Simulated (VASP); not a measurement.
Set up this calculation in VASP 6.6.1, as the native input.

```
Task                   : single point
Functional             : r2SCAN
Potentials or basis    : VASP PAW PBE potentials, release 64 (C)
Cutoff                 : 520 eV
k mesh                 : 12 × 12 × 12
Occupations            : gaussian, width 0.05 eV
Spin                   : no spin polarisation
Dipole correction      : no
Further INCAR settings : ALGO = Normal; EDIFF = 1e-06; NBANDS = 11
```

The system is C.

```xyz
2
Lattice="0.0000 1.7801 1.7801 1.7801 0.0000 1.7801 1.7801 1.7801 0.0000" Properties=species:S:1:pos:R:3 pbc="T T T"
C     1.4801    1.4801    1.7801
C     2.6702    2.6702    2.6702
```

This cell differs from its parent crystal: atom 1 (C) moved by (-0.300, -0.300) A along x and y.

The input as run:

POSCAR

```
C
1.0
    0.0000000000      1.7801417069      1.7801417069
    1.7801417069      0.0000000000      1.7801417069
    1.7801417069      1.7801417069      0.0000000000
C
2
Direct
    0.5000000000      0.5000000000      0.3314740906
    0.7500000000      0.7500000000      0.7500000000
```

INCAR.step1

```
PREC = Accurate ; ENCUT = 520
ISMEAR = 0 ; SIGMA = 0.05
LREAL = False ; LASPH = True
NELM = 80 ; NBANDS = 11
GGA = PE ; ALGO = Normal
EDIFF = 1E-4 ; LWAVE = True
LCHARG = False
```

INCAR.step2

```
PREC = Accurate ; ENCUT = 520
EDIFF = 1E-6 ; ISMEAR = 0
SIGMA = 0.05 ; LREAL = False
LASPH = True ; NELM = 80
ALGO = Normal ; ISIF = 2
LWAVE = False ; LCHARG = False
METAGGA = R2SCAN ; LMIXTAU = True
NBANDS = 11 ; ISTART = 1
```

KPOINTS

```
Automatic mesh
0
Gamma
  12 12 12
```

Potentials or basis: VASP PAW PBE potentials, release 64 (C).

Command:

```console
$ cat potpaw_PBE.64/C/POTCAR > POTCAR
$ cp INCAR.step1 INCAR
$ mpirun -np 1 vasp_std > vasp.out
$ cp INCAR.step2 INCAR
$ mpirun -np 1 vasp_std > vasp.out
```

It gave:

The pressure is 69.2 GPa. The largest force is 16.712 eV/Å and the band gap on the k mesh is zero (band 4 reaches 11.53 eV, above the bottom of band 5 at 9.97 eV).

Caveat: the cell differs from its parent crystal (atom 1 (C) moved by (-0.300, -0.300) A along x and y); the PAW data sets were made with another functional, which shifts forces and pressure a little.

Run time: 78 s on 1 thread of Intel(R) Xeon(R) 6975P-C (Granite Rapids), with other jobs on the host, peak memory 0.15 GiB.
